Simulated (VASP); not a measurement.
# GaSb (I-4m2) in VASP: settings compared

GaSb is run at these levels: BLYP, LDA, r2SCAN; tasks: single point.

All numbers are computed with VASP 6.6.1; they aren't measurements. Logs are shortened: lines on timing, memory, paths and dates and some standing lists are left out, and cuts for length are marked.

## Step 1: The cell of the first run

The structure is tetragonal, space group I-4m2 (No. 119). The conventional cell has a = 5.507 Å, b = 5.507 Å, c = 3.181 Å, α = 90.00°, β = 90.00°, γ = 90.00°. Within 3.8 Å of Ga (site symmetry -4m2) lie 8 Sb at 2.87 to 3.64 Å and 2 Ga at 3.18 Å. Sb (site symmetry -4m2) has 8 Ga at 2.87 to 3.64 Å and 2 Sb at 3.18 Å within 3.8 Å.

## Step 2: Single point, BLYP

INCAR

```
SYSTEM = GaSb
PREC     = Accurate       ! precision mode
ENCUT    = 520            ! plane-wave cutoff, eV
EDIFF    = 1E-6           ! SCF threshold, eV
ISMEAR   = -1             ! smearing method
SIGMA    = 0.1            ! smearing width, eV
LREAL    = .FALSE.        ! projectors in reciprocal space
LASPH    = .TRUE.         ! aspherical terms in the spheres
NELM     = 80             ! most SCF steps
ALGO     = Normal         ! electronic algorithm
ISIF     = 2              ! what is computed and relaxed
LWAVE    = .FALSE.        ! write WAVECAR
LCHARG   = .FALSE.        ! write CHGCAR
GGA      = B5             ! functional
ALDAX    = 1.0          
AGGAX    = 1.0          
AGGAC    = 1.0          
ALDAC    = 0.0          
NBANDS   = 16             ! bands
```

KPOINTS

```
regular mesh
0
G
  6 6 6
  0 0 0
```

POSCAR

```
GaSb
1.0
   -2.7534340000      2.7534340000      1.5907070000
    2.7534340000     -2.7534340000      1.5907070000
    2.7534340000      2.7534340000     -1.5907070000
Ga Sb
1 1
Direct
    0.2500000000      0.7500000000      0.5000000000
    0.0000000000      0.0000000000      0.0000000000
```

Potentials or basis: VASP PAW PBE potentials, release 64 (Ga_d, Sb).

The run is started by

```bash
cat potpaw_PBE.64/Ga_d/POTCAR potpaw_PBE.64/Sb/POTCAR > POTCAR
mpirun -np 1 vasp_std > vasp.out
```

OUTCAR:

```text
SYSTEM = GaSb
   PREC = Accurate
   ENCUT = 520
   EDIFF = 1E-6
   ISMEAR = -1
   LREAL = .FALSE.
   LASPH = .TRUE.
   NELM = 80
   ISIF = 2
   GGA = B5

 ion  position               nearest neighbor table
   1  0.250  0.750  0.500-   2 2.87   2 2.87   2 2.87   2 2.87
   2  0.000  0.000  0.000-   1 2.87   1 2.87   1 2.87   1 2.87

  LATTYP: Found a body centered tetragonal cell.
 ALAT       =     5.5068680000
 C/A-ratio  =     0.5777174975

  Lattice vectors:

 A1 = (  -2.7534340000,   2.7534340000,   1.5907070000)
 A2 = (   2.7534340000,  -2.7534340000,   1.5907070000)
 A3 = (   2.7534340000,   2.7534340000,  -1.5907070000)

Analysis of symmetry for initial positions (statically):
=====================================================================
 Subroutine PRICEL returns:
 Original cell was already a primitive cell.

 Routine SETGRP: Setting up the symmetry group for a
 body centered tetragonal supercell.

 Subroutine GETGRP returns: Found  8 space group operations
 (whereof  8 operations were pure point group operations)
 out of a pool of 16 trial point group operations.

The static configuration has the point symmetry D_2d.

Analysis of symmetry for dynamics (positions and initial velocities):
=====================================================================
 Subroutine PRICEL returns:
 Original cell was already a primitive cell.

 Routine SETGRP: Setting up the symmetry group for a
 body centered tetragonal supercell.

 Subroutine GETGRP returns: Found  8 space group operations
 (whereof  8 operations were pure point group operations)
 out of a pool of 16 trial point group operations.

The dynamic configuration has the point symmetry D_2d.

 Subroutine INISYM returns: Found  8 space group operations
 (whereof  8 operations are pure point group operations),
 and found     1 'primitive' translations

----------------------------------------------------------------------------------------

                                     Primitive cell

  volume of cell :      48.2391

  direct lattice vectors                    reciprocal lattice vectors
    -2.753434000  2.753434000  1.590707000     0.000000000  0.181591424  0.314325643
     2.753434000 -2.753434000  1.590707000     0.181591424  0.000000000  0.314325643
     2.753434000  2.753434000 -1.590707000     0.181591424  0.181591424  0.000000000

  length of vectors
     4.206322187  4.206322187  4.206322187     0.363009717  0.363009717  0.256809054

  position of ions in fractional coordinates (direct lattice)
     0.250000000  0.750000000  0.500000000
     0.000000000  0.000000000  0.000000000

  ion indices of the primitive-cell ions
   primitive index   ion index
                 1           1
                 2           2

----------------------------------------------------------------------------------------

 KPOINTS: regular mesh

Automatic generation of k-mesh.
 Grid dimensions read from file:
 generate k-points for:    6    6    6

 Generating k-lattice:

  Cartesian coordinates                     Fractional coordinates (reciprocal lattice)
     0.000000000  0.030265237  0.052387607     0.166666667  0.000000000  0.000000000
     0.030265237  0.000000000  0.052387607     0.000000000  0.166666667  0.000000000
     0.030265237  0.030265237  0.000000000     0.000000000  0.000000000  0.166666667

  Length of vectors
     0.060501620  0.060501620  0.042801509

  Shift w.r.t. Gamma in fractional coordinates (k-lattice)
     0.000000000  0.000000000  0.000000000

 Subroutine IBZKPT returns following result:
 ===========================================

 Found     30 irreducible k-points:

 Following reciprocal coordinates:
            Coordinates               Weight
  0.000000  0.000000  0.000000      1.000000
  0.166667 -0.000000  0.000000      8.000000
  0.333333  0.000000  0.000000      8.000000
  0.500000  0.000000 -0.000000      4.000000
  0.166667  0.166667  0.000000      8.000000
  0.333333  0.166667  0.000000     16.000000
[... 16 lines left out ...]
 -0.333333 -0.333333  0.166667      8.000000
 -0.166667 -0.333333  0.166667      8.000000
 [... further k-points ...]
   k-points           NKPTS =     30   k-points in BZ     NKDIM =     30   number of bands    NBANDS=     16
   number of dos      NEDOS =    301   number of ions     NIONS =      2
   total plane-waves  NPLWV =  32768
   dimension x,y,z NGX =    32 NGY =   32 NGZ =   32
   dimension x,y,z NGXF=    64 NGYF=   64 NGZF=   64
   ions per type =               1   1
   NGX,Y,Z   is equivalent  to a cutoff of  12.65, 12.65, 12.65 a.u.
   NGXF,Y,Z  is equivalent  to a cutoff of  25.29, 25.29, 25.29 a.u.
 SYSTEM =  GaSb
   PREC   = accura    normal or accurate (medium, high low for compatibility)
   ISTART =      0    job   : 0-new  1-cont  2-samecut
   ICHARG =      2    charge: 1-file 2-atom 10-const
   ISPIN  =      1    spin polarized calculation?
   LNONCOLLINEAR =      F non collinear calculations
   LSORBIT =      F    spin-orbit coupling
   LASPH  =      T    aspherical Exc in radial PAW
   ENCUT  =  520.0 eV  38.22 Ry    6.18 a.u.   7.82  7.82  7.82*2*pi/ulx,y,z
   NELM   =     80;   NELMIN=  2; NELMDL= -5     # of ELM steps
   EDIFF  = 0.1E-05   stopping-criterion for ELM
   LREAL  =      F    real-space projection
   EDIFFG = 0.1E-04   stopping-criterion for IOM
   NSW    =      0    number of steps for IOM
   IBRION =     -1    ionic relax: 0-MD 1-quasi-New 2-CG
   NFREE  =      0    steps in history (QN), initial steepest desc. (CG)
   ISIF   =      2    stress and relaxation
   ISYM   =      2    0-nonsym 1-usesym 2-fastsym
   POTIM  = 0.5000    time-step for ionic-motion
   TEBEG  =    0.0;   TEEND  =   0.0 temperature during run
   PSTRESS=    0.0 pullay stress
   NELECT =      18.0000    total number of electrons
   NUPDOWN=      -1.0000    fix difference up-down
   EMIN   =  10.00;   EMAX   =-10.00  energy-range for DOS
   EFERMI =   0.00;   METHOD = LEGACY
   ISMEAR =    -1;   SIGMA  =   0.10  broadening in eV -4-tet -1-fermi 0-gaus
   EFERMI_NEDOS =   21; number of points for ismear=-14 and -15
   IALGO  =     38    algorithm
   IMIX   =      4    mixing-type and parameters
     AMIX     =   0.40;   BMIX     =  1.00
     AMIX_MAG =   1.60;   BMIX_MAG =  1.00
  volume/ion in A,a.u.               =      24.12       162.77
  Fermi-wavevector in a.u.,A,eV,Ry     =   1.178598  2.227228 18.899772  1.389094
  Thomas-Fermi vector in A             =   2.314924
   LORBIT       =      0    0 simple, 1 ext, 2 COOP (PROOUT), +10 PAW based schemes
   GGA     = B5    functional components
   LHFCALC =     F    Hartree Fock is set to
   AEXX    =    0.0000 exact exchange contribution
   IVDW    =     0    specifies the selected vdW correction
   LEPSILON=     F    determine dielectric tensor
   LRPA    =     F    only Hartree local field effects (RPA)
 non-spin polarized calculation
  energy-cutoff  :      520.00
  volume of cell :       48.24
 maximum number of plane-waves:      1309
   NGX = 15   NGY = 15   NGZ = 15

 number of electron      17.9999994 magnetization

 Free energy of the ion-electron system (eV)
  ---------------------------------------------------
  ext. energy  EPLUGINS =         0.00000000
  ---------------------------------------------------
  free energy    TOTEN  =        -5.38166840 eV

  energy without entropy =       -5.35202628  energy(sigma->0) =       -5.36684734

 E-fermi :   7.2315     XC(G=0):  -9.5971

 val. band max:        7.1402778500   @ k =   0.3333   0.1667   0.0000
 cond. band min:       7.4256385996   @ k =   0.3333   0.0000   0.0000
 fundamental gap:      0.2853607496
 Fermi energy:         7.2314853384

 k-point     1 :       0.0000    0.0000    0.0000
  band No.  band energies     occupation
      1      -7.9972      2.00000
      2      -7.9057      2.00000
      3      -7.8958      2.00000
      4      -7.8832      2.00000
      5      -7.8832      2.00000
      6      -4.9114      2.00000
[... 8 lines left out ...]
     15      16.9644      0.00000
     16      17.8460      0.00000

 k-point     2 :       0.1667   -0.0000    0.0000
  band No.  band energies     occupation
      1      -7.9644      2.00000
      2      -7.9095      2.00000
      3      -7.8980      2.00000
      4      -7.8962      2.00000
      5      -7.8893      2.00000
      6      -4.3892      2.00000
[... 8 lines left out ...]
     15      15.7383      0.00000
     16      16.6991      0.00000

 k-point     3 :       0.3333    0.0000    0.0000
  band No.  band energies     occupation
      1      -7.9332      2.00000
      2      -7.9254      2.00000
      3      -7.9120      2.00000
      4      -7.8934      2.00000
      5      -7.8785      2.00000
      6      -2.8895      2.00000
[... 8 lines left out ...]
     15      14.6285      0.00000
     16      17.7344      0.00000

 k-point     4 :       0.5000    0.0000   -0.0000
  band No.  band energies     occupation
      1      -7.9468      2.00000
      2      -7.9393      2.00000
      3      -7.9150      2.00000
      4      -7.8728      2.00000
      5      -7.8611      2.00000
      6      -1.3628      2.00000
[... 8 lines left out ...]
     15      17.5606      0.00000
     16      18.1010      0.00000
[... 324 lines left out ...]
 k-point    22 :      -0.1667    0.5000    0.1667
  band No.  band energies     occupation
      1      -7.9419      2.00000
      2      -7.9243      2.00000
      3      -7.9197      2.00000
      4      -7.8913      2.00000
      5      -7.8713      2.00000
      6      -1.8074      2.00000
[... 8 lines left out ...]
     15      18.2958      0.00000
     16      18.5747      0.00000

 k-point    23 :      -0.3333   -0.3333    0.1667
  band No.  band energies     occupation
      1      -7.9441      2.00000
      2      -7.9245      2.00000
      3      -7.9205      2.00000
      4      -7.8923      2.00000
      5      -7.8701      2.00000
      6      -1.4771      2.00000
[... 8 lines left out ...]
     15      17.9356      0.00000
     16      18.5342      0.00000

 k-point    24 :      -0.1667   -0.3333    0.1667
  band No.  band energies     occupation
      1      -7.9405      2.00000
      2      -7.9379      2.00000
      3      -7.9224      2.00000
      4      -7.8738      2.00000
      5      -7.8642      2.00000
      6      -1.6288      2.00000
[... 8 lines left out ...]
     15      17.0329      0.00000
     16      18.9370      0.00000

 [... further k-points ...]
[... 5 lines left out ...]
  --------------------------------------------------------------------------------------
  -------------------------------------------------------------------------------------
  Total        1.9874289      1.9874289      0.9966542      0.0000000      0.0000000      0.0000000
  in kB       66.0089246     66.0089246     33.1021025      0.0000000      0.0000000      0.0000000
  external PRESSURE =      55.0399839 kB  Pullay stress =       0.0000000 kB

 VOLUME and BASIS-vectors are now :
 -----------------------------------------------------------------------------
  energy-cutoff  :      520.00
  volume of cell :       48.24
      direct lattice vectors                 reciprocal lattice vectors
    -2.753434000  2.753434000  1.590707000     0.000000000  0.181591424  0.314325643
     2.753434000 -2.753434000  1.590707000     0.181591424  0.000000000  0.314325643
     2.753434000  2.753434000 -1.590707000     0.181591424  0.181591424  0.000000000

 POSITION                                       TOTAL-FORCE (eV/Angst)
 -----------------------------------------------------------------------------------
      2.75343      0.00000      0.79535        -0.000000      0.000000      0.000000
      0.00000      0.00000      0.00000         0.000000     -0.000000     -0.000000
 -----------------------------------------------------------------------------------
    total drift:                                0.000000     -0.000000      0.000000

  FREE ENERGIE OF THE ION-ELECTRON SYSTEM (eV)
  ---------------------------------------------------
  free  energy   TOTEN  =        -5.3816683964 eV

  energy  without entropy=       -5.3520262772  energy(sigma->0) =       -5.36684734
```

Run time: 31 s. Hardware: 1 thread of Intel Xeon Platinum 8259CL at 2.50GHz (Skylake/Cascade Lake), shared host; peak memory 0.18 GiB.

Results:

| Quantity | Value |
| --- | --- |
| Free energy | -5.3817 eV |
| Pressure | 5.5 GPa |
| Band gap on the k mesh | zero (band 9 reaches 8.81 eV, above the bottom of band 10 at 4.11 eV) |

Levels at points of the mesh, in eV from the Fermi level:
| k point | band 6 | band 7 | band 8 | band 9 | band 10 | band 11 | band 12 | band 13 |
| --- | --- | --- | --- | --- | --- | --- | --- | --- |
| (0.00, 0.00, 0.00) | -12.14 | -3.31 | -2.06 | -2.06 | 3.63 | 4.64 | 6.80 | 6.80 |
| (0.50, 0.00, 0.00) | -8.59 | -5.80 | -2.73 | -1.67 | -1.31 | 2.47 | 3.01 | 4.91 |
| (0.50, 0.50, 0.00) | -10.70 | -8.22 | -0.22 | 1.58 | 1.90 | 2.28 | 4.28 | 6.28 |
| (0.50, 0.50, 0.50) | -9.60 | -6.22 | -5.03 | -5.03 | 3.20 | 4.76 | 9.97 | 9.97 |

Caveat: the k points lie up to 0.38 Å⁻¹ apart; the PAW data sets were made with another functional, which shifts forces and pressure a little; spin-orbit coupling is left out, which moves the levels of the heavy elements.

(Part 1 of 2 ends here.)
